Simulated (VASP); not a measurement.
# AlNi (P4mm) in VASP: notebook, part 2 of 2

VASP 6.6.1. The steps go on from the part before.

### Step 5. Single point, PBE

This run uses another cell than the first one, of 13.78 Å³/atom.

File INCAR:

```
PREC = Accurate
ENCUT = 520
EDIFF = 1E-6
ISMEAR = 0
SIGMA = 0.15
LREAL = F
LASPH = T
NELM = 80
ALGO = Fast
ISIF = 2
LWAVE = F
LCHARG = F
GGA = PE
NBANDS = 28
```

File KPOINTS:

```
Automatic mesh
0
Gamma
  15 15 5
```

File POSCAR:

```
AlNi
1.0
    0.0000000000     -2.8927237813      0.0000000000
    0.0000000000      0.0000000000     -2.8927237813
    9.8781713440      0.0000000000      0.0000000000
Al Ni
3 3
Direct
    1.0000000000      0.0000000000      0.6588900194
    1.0000000000      0.0000000000      0.0732100022
    1.0000000000      0.0000000000      0.3660500108
    0.5000000000      0.5000000000      0.8053100237
    0.5000000000      0.5000000000      0.2196300065
    0.5000000000      0.5000000000      0.5124700151
```

Started as:

```bash
$ cat potpaw_PBE.64/Al/POTCAR potpaw_PBE.64/Ni/POTCAR > POTCAR
$ mpirun -np 1 vasp_std > vasp.out
```

It took 3.8 min on 1 thread of Intel Xeon Platinum 8488C (Sapphire Rapids), shared host; peak memory 0.34 GiB.

It converged, with:

```
Free energy            : -30.3143 eV
Pressure               : -6.5 GPa
Largest force          : 0.993 eV/Å
Band gap on the k mesh : zero (an odd number of electrons rules out a gap without spin polarisation)
```

Forces in eV/Å, atoms in the order of the input:
```
Al   0.732  0.000  0.000
Al  -0.993  0.000  0.000
Al   0.084  0.000  0.000
Ni   0.522  0.000  0.000
Ni  -0.219  0.000  0.000
Ni  -0.127  0.000  0.000
```

Stress tensor (GPa, compression positive):
```
-8.12  0.00  0.00
 0.00 -5.63  0.00
 0.00  0.00 -5.63
```

Levels at points of the mesh, in eV from the Fermi level:
```
           k point  band 16  band 17  band 18  band 19  band 20  band 21  band 22  band 23
(0.00, 0.00, 0.00)    -1.34    -1.04    -1.04    -0.68    -0.28     3.50     5.27     5.88
```

Caveat: the cell stands under tension.

### Step 6. Single point, PBE

This run uses another cell than the first one, of 14.89 Å³/atom.

File INCAR:

```
SYSTEM = AlNi
PREC = Accurate
ENCUT = 520
EDIFF = 1E-6
ISMEAR = 0
SIGMA = 0.15
LREAL = .False.
LASPH = .True.
NELM = 60
ALGO = Fast
ISIF = 2
LWAVE = .False.
LCHARG = .False.
GGA = PE
NBANDS = 28
```

File KPOINTS:

```
regular mesh
0
Gamma
  15 15 5
  0 0 0
```

File POSCAR:

```
AlNi
1.0
    0.0000000000     -2.8927237813      0.0000000000
    0.0000000000      0.0000000000     -2.8927237813
   10.6781713440      0.0000000000      0.0000000000
Al Ni
3 3
Direct
    1.0000000000      0.0000000000      0.6095265096
    1.0000000000      0.0000000000      0.0677251677
    1.0000000000      0.0000000000      0.3386258387
    0.5000000000      0.5000000000      0.7449768450
    0.5000000000      0.5000000000      0.2031755032
    0.5000000000      0.5000000000      0.4740761741
```

Potentials or basis: VASP PAW PBE potentials, release 64 (Al, Ni).

Started as:

```bash
$ cat potpaw_PBE.64/Al/POTCAR potpaw_PBE.64/Ni/POTCAR > POTCAR
$ mpirun -np 1 vasp_std > vasp.out
```

It took 3.8 min on 1 thread of Intel Xeon Platinum 8488C (Sapphire Rapids), shared host; peak memory 0.36 GiB.

It converged, with:

- Free energy: -29.6021 eV
- Pressure: -5.4 GPa
- Largest force: 0.855 eV/Å
- Band gap on the k mesh: zero (an odd number of electrons rules out a gap without spin polarisation)

Forces in eV/Å, atoms in the order of the input:
```
Al   0.855  0.000  0.000
Al  -0.320  0.000  0.000
Al   0.103  0.000  0.000
Ni  -0.074  0.000  0.000
Ni  -0.398  0.000  0.000
Ni  -0.167  0.000  0.000
```

Stress tensor (GPa, compression positive):
```
-5.59  0.00  0.00
 0.00 -5.24  0.00
 0.00  0.00 -5.24
```

Levels at points of the mesh, in eV from the Fermi level:
```
           k point  band 17  band 18  band 19  band 20  band 21  band 22
(0.00, 0.00, 0.00)    -0.91    -0.91    -0.57    -0.39     2.88     3.47
```

Caveat: the cell stands under tension. Spin polarisation is off, so any magnetic state and its effect on volume and gap are missing.

### Step 7. Single point, PBE

This run uses another cell than the first one, of 16.57 Å³/atom.

File INCAR:

```
  ALGO = Fast
  EDIFF = 1E-6
  ENCUT = 520
  GGA = PE
  ISIF = 2
  ISMEAR = 0
  LASPH = T
  LCHARG = F
  LREAL = F
  LWAVE = F
  NBANDS = 28
  NELM = 100
  PREC = Accurate
  SIGMA = 0.15
```

File KPOINTS:

```
k-points
0
Gamma
  15 15 5
```

File POSCAR:

```
AlNi
1.0
    0.0000000000     -2.8927237813      0.0000000000
    0.0000000000      0.0000000000     -2.8927237813
   11.8781713440      0.0000000000      0.0000000000
Al Ni
3 3
Direct
    1.0000000000      0.0000000000      0.5479486968
    1.0000000000      0.0000000000      0.0608831885
    1.0000000000      0.0000000000      0.3044159427
    0.5000000000      0.5000000000      0.6697150738
    0.5000000000      0.5000000000      0.1826495656
    0.5000000000      0.5000000000      0.4261823197
```

Started as:

```bash
$ cat potpaw_PBE.64/Al/POTCAR potpaw_PBE.64/Ni/POTCAR > POTCAR
$ mpirun -np 1 vasp_std > vasp.out
```

Wall time 4.2 min (1 thread of Intel Xeon Platinum 8488C (Sapphire Rapids), shared host); peak memory 0.39 GiB.

It converged, with:

```yaml
Free_energy: -29.2110 eV
Pressure: -4.1 GPa
Largest_force: 0.946 eV/Å
Band_gap_on_the_k_mesh: zero (an odd number of electrons rules out a gap without spin polarisation)
```

Forces on the atoms (eV/Å):
```
Al   0.946  0.000  0.000
Al   0.134  0.000  0.000
Al   0.072  0.000  0.000
Ni  -0.584  0.000  0.000
Ni  -0.377  0.000  0.000
Ni  -0.191  0.000  0.000
```

Stress tensor (GPa, compression positive):
```
-2.22  0.00  0.00
 0.00 -4.99  0.00
 0.00  0.00 -4.99
```

Levels at points of the mesh, in eV from the Fermi level:
```tsv
k point	band 16	band 17	band 18	band 19	band 20	band 21	band 22	band 23	band 24	band 25
(0.00, 0.00, 0.00)	-1.03	-0.87	-0.87	-0.58	-0.54	1.75	2.87	5.93	5.93	7.35
```

Caveat: the cell stands under tension.

### Step 8. The runs side by side

| cell | gap on the mesh (eV) | pressure (GPa) | largest force (eV/Å) |
| --- | --- | --- | --- |
| a = 2.893, b = 2.893, c = 8.378 Å, 6 atoms | none | 7.8 | 1.94 |
| a = 2.893, b = 2.893, c = 8.978 Å, 6 atoms | none | -3.9 | 0.95 |
| a = 2.893, b = 2.893, c = 9.378 Å, 6 atoms | none | -6.1 | 1.27 |
| a = 2.893, b = 2.893, c = 9.878 Å, 6 atoms | none | -6.5 | 0.99 |
| a = 2.893, b = 2.893, c = 10.678 Å, 6 atoms | none | -5.4 | 0.86 |
| a = 2.893, b = 2.893, c = 11.878 Å, 6 atoms | none | -4.1 | 0.95 |

Alike in all rows: task single point; level PBE; potentials or basis VASP PAW PBE potentials, release 64 (Al, Ni); no spin polarisation; k mesh 15 × 15 × 5; cutoff (eV) 520; smearing gaussian 0.15 eV.

Caveats: the cell stands under tension (at least some runs); forces of over 1 eV/Å act on the atoms, so gaps and moduli don't describe the material at rest (at least some runs); the cell stands under pressure (at least some runs).

Total energies depend on the potentials used, so only differences within one code and one set of settings carry meaning.
